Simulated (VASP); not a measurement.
Crystal: KCl.

```
K Cl
1.0
     4.44978    0.00000    0.00000
     2.22489    3.85362    0.00000
     2.22489    1.28454    3.63323
K Cl
1 1
Cartesian
  0.0000 0.0000 0.0000
  4.4498 2.5691 1.8166
```

```yaml
Program: VASP 6.6.1
Task: relaxation of cell and atoms
Functional: PBE
Potentials_or_basis: VASP PAW PBE potentials, release 64 (K_sv, Cl)
Cutoff: 500 eV
k_mesh: 6 × 6 × 6
Occupations: fermi-dirac, width 0.1 eV
Spin: no spin polarisation
```

At the start: pressure 0.8 GPa; volume 31.15 Å³/atom.

Q: Where does the relaxation end?

A: Over 3 steps the energy falls by 3.1 meV/atom and the volume is 32.56 Å³/atom (+4.5 %); space group Fm-3m (No. 225, to 0.1 Å) before and after.

The path:
| step | energy change (eV) | largest force (eV/Å) | pressure (GPa) | volume (Å³) |
| --- | --- | --- | --- | --- |
| 1 | 0.0000 | 0.0000 | 0.77 | 62.30 |
| 2 | -0.0047 | 0.0000 | 0.35 | 63.66 |
| 3 | -0.0061 | 0.0000 | -0.04 | 65.11 |

Final structure:
```
K Cl
1.0
     4.51576    0.00000    0.00000
     2.25788    3.91077    0.00000
     2.25788    1.30359    3.68711
K Cl
1 1
Direct
  0.00000 0.00000 0.00000
  0.50000 0.50000 0.50000
```
